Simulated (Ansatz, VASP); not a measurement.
# Cs: VASP beside Ansatz

The input INCAR:

```
SYSTEM = Cs
PREC = Accurate
ENCUT = 520
EDIFF = 1E-6
ISMEAR = -1
SIGMA = 0.1
LREAL = .False.
LASPH = .True.
NELM = 80
ALGO = Normal
ISIF = 2
LWAVE = .False.
LCHARG = .False.
GGA = PE
NBANDS = 26
```

Contents of KPOINTS:

```
Automatic mesh
0
Gamma
  8 8 2
  0 0 0
```

The input POSCAR:

```
Cs
1.0
    5.4792466713      0.0000000000      0.0000000000
   -2.7396233357      4.7451668110      0.0000000000
    0.0000000000      0.0000000000     17.9703190926
Cs
4
Direct
    1.0000000000      1.0000000000      1.0000000000
    1.0000000000      1.0000000000      0.5000000000
    0.3333333333      0.6666666667      0.2500000000
    0.6666666667      0.3333333333      0.7500000000
```

Input for Ansatz:

```yaml
crystal:
  lattice:
    - [5.4792466713, 0.0, 0.0]
    - [-2.7396233357, 4.745166811, 0.0]
    - [0.0, 0.0, 17.9703190926]
  atoms:
    - { symbol: Cs, position: [1.0, 1.0, 1.0] }
    - { symbol: Cs, position: [1.0, 1.0, 0.5] }
    - { symbol: Cs, position: [0.3333333333, 0.6666666667, 0.25] }
    - { symbol: Cs, position: [0.6666666667, 0.3333333333, 0.75] }
hamiltonian:
  xc: pbe
  pseudopotentials:
    kind: paw
    azcp:
      Cs: "pseudopotentials/Cs.paw.azcp"
basis:
  ecutwfc: 420
  fft_grid_basis: typed
kpoints:
  mp_grid: { grid: [8, 8, 2], shift: [0, 0, 0] }
magnetization:
  spin_polarized: false
scf:
  occupations: { method: fermi_dirac, width: 0.1 }
  lower_state_search: "off"
output:
  stress: true
```

Alike in both runs: task single point; functional PBE; k mesh 8 × 8 × 2; occupations fermi-dirac, width 0.1 eV; no spin polarisation.

|  | VASP | Ansatz |
| --- | --- | --- |
| version | VASP 6.6.1 | Ansatz 0.2.0 |
| potentials or method | VASP PAW PBE potentials, release 64 (Cs_sv), cutoff 520 eV | plane waves (420 eV) with PAW, scalar-relativistic |
| valence electrons in the cell | 36 | 36 |

```csv
,VASP,Ansatz,Ansatz less VASP
pressure (GPa),0.0,0.0,+0.01
```

The functional is the same, so the differences come from potentials, cutoffs and numerics.

Spin-orbit coupling is off throughout.
